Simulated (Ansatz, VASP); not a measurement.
**Mg2WN3: VASP beside Ansatz**

Contents of INCAR:

```
PREC = Accurate
ENCUT = 520
EDIFF = 1E-6
ISMEAR = 0
SIGMA = 0.1
LREAL = F
LASPH = T
NELM = 80
ALGO = Normal
ISIF = 2
LWAVE = F
LCHARG = F
GGA = PE
NBANDS = 26
```

File KPOINTS:

```
regular mesh
0
Gamma
  6 6 4
```

Contents of POSCAR:

```
Mg2WN3
1.0
    5.0014136200      0.0000000000      0.0000000000
   -2.5007068100      4.3313512500      0.0000000000
    0.0000000000      0.0000000000      3.7914890500
Mg W N
2 1 3
Direct
    0.6666666700      0.3333333300      0.0000000000
    0.3333333300      0.6666666700      0.0000000000
    0.0000000000      0.0000000000      0.0000000000
    0.0000000000      0.5000000000      0.5000000000
    0.5000000000      0.5000000000      0.5000000000
    0.5000000000      0.0000000000      0.5000000000
```

Input for Ansatz:

```yaml
crystal:
  lattice:
    - [5.00141362, 0.0, 0.0]
    - [-2.50070681, 4.33135125, 0.0]
    - [0.0, 0.0, 3.79148905]
  atoms:
    - { symbol: Mg, position: [0.66666667, 0.33333333, 0.0] }
    - { symbol: Mg, position: [0.33333333, 0.66666667, 0.0] }
    - { symbol: W, position: [0.0, 0.0, 0.0] }
    - { symbol: "N", position: [0.0, 0.5, 0.5] }
    - { symbol: "N", position: [0.5, 0.5, 0.5] }
    - { symbol: "N", position: [0.5, 0.0, 0.5] }
basis:
  ecutwfc: 420
kpoints:
  mp_grid: { grid: [6, 6, 4] }
hamiltonian:
  xc: pbe
scf:
  occupations: { method: gaussian, width: 0.1 }
  lower_state_search: "off"
output:
  forces: true
  stress: true
  eigenvalues: true
```

Change from the starting cell: species swapped into the TbAl3Cu2 type (P6/mmm, No. 191).

Alike in both runs: task single point; functional PBE; k mesh 6 × 6 × 4; occupations gaussian, width 0.1 eV; no spin polarisation.

|  | VASP | Ansatz |
| --- | --- | --- |
| version | VASP 6.6.1 | Ansatz 0.2.0 |
| potentials or method | VASP PAW PBE potentials, release 64 (Mg, W_sv, N), cutoff 520 eV | scalar-relativistic, plane waves, PAW |
| valence electrons in the cell | 33 | 49 |

```csv
,VASP,Ansatz,Ansatz less VASP
gap on the k mesh at the Fermi level (eV),none,none,-
pressure (GPa),-17.0,-16.8,+0.26
"traceless stress, the component that is largest in VASP (GPa)",-26.00,-25.89,+0.109
```

A gap of «none» marks a metal or a gap that the smearing closes. VASP's potentials hold 33 valence electrons a cell and Ansatz's 49, so a difference there can come from the potentials and not from the codes.

The k mesh is coarse, so the values compare programs but aren't converged. Neither program's run includes spin-orbit coupling.
